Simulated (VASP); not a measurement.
Wanted: the native input for a VASP 6.6.1 run.

```yaml
Task: density of states
Functional: PBE
Potentials_or_basis: VASP PAW PBE potentials, release 64 (Os)
Cutoff: 520 eV
k_mesh: 17 × 17 × 17
Occupations: fermi-dirac, width 0.08 eV
Spin: no spin polarisation
Dipole_correction: no
k_mesh_for_the_DOS: 26 × 26 × 26
Occupations_for_the_DOS: tetrahedron
Further_INCAR_settings: ALGO = Normal; EDIFF = 1e-07
```

Os:

```
Os
1.0
     1.96017    0.00000    0.00000
     0.00000    1.96017    0.00000
     0.00000    0.00000    1.96017
Os
1
Direct
  0.00000 0.00000 0.00000
```

This cell differs from its parent crystal: volume scaled by 0.45.

One way to write it, as run:

POSCAR

```
Os
1.0
    1.9601707391      0.0000000000      0.0000000000
    0.0000000000      1.9601707391      0.0000000000
    0.0000000000      0.0000000000      1.9601707391
Os
1
Direct
    0.0000000000      0.0000000000      0.0000000000
```

INCAR.step1

```
PREC = Accurate ; ENCUT = 520
EDIFF = 1E-7 ; ISMEAR = -1
SIGMA = 0.08 ; LREAL = False
LASPH = True ; NELM = 80
ALGO = Normal ; ISIF = 2
LWAVE = False ; LCHARG = True
LMAXMIX = 4 ; GGA = PE
NBANDS = 10
```

KPOINTS.step1

```
regular mesh
0
Gamma
  17 17 17
```

INCAR.step2

```
PREC = Accurate ; ENCUT = 520
EDIFF = 1E-7 ; ISMEAR = -5
SIGMA = 0.08 ; LREAL = False
LASPH = True ; NELM = 80
ALGO = Normal ; ISIF = 2
LWAVE = False ; LCHARG = False
LMAXMIX = 4 ; GGA = PE
LORBIT = 11 ; NEDOS = 2001
ICHARG = 11
```

KPOINTS.step2

```
regular mesh
0
Gamma
  26 26 26
```

Potentials or basis: VASP PAW PBE potentials, release 64 (Os).

The run is started by

```sh
$ cat potpaw_PBE.64/Os/POTCAR > POTCAR
$ cp INCAR.step1 INCAR
$ cp KPOINTS.step1 KPOINTS
$ mpirun -np 1 vasp_std > vasp.out
$ cp INCAR.step2 INCAR
$ cp KPOINTS.step2 KPOINTS
$ mpirun -np 1 vasp_std > vasp.out
```

Wall time 31 s on 1 thread of Intel(R) Xeon(R) Platinum 8259CL CPU @ 2.50GHz (Skylake/Cascade Lake), on a shared host, peak memory 0.15 GiB.
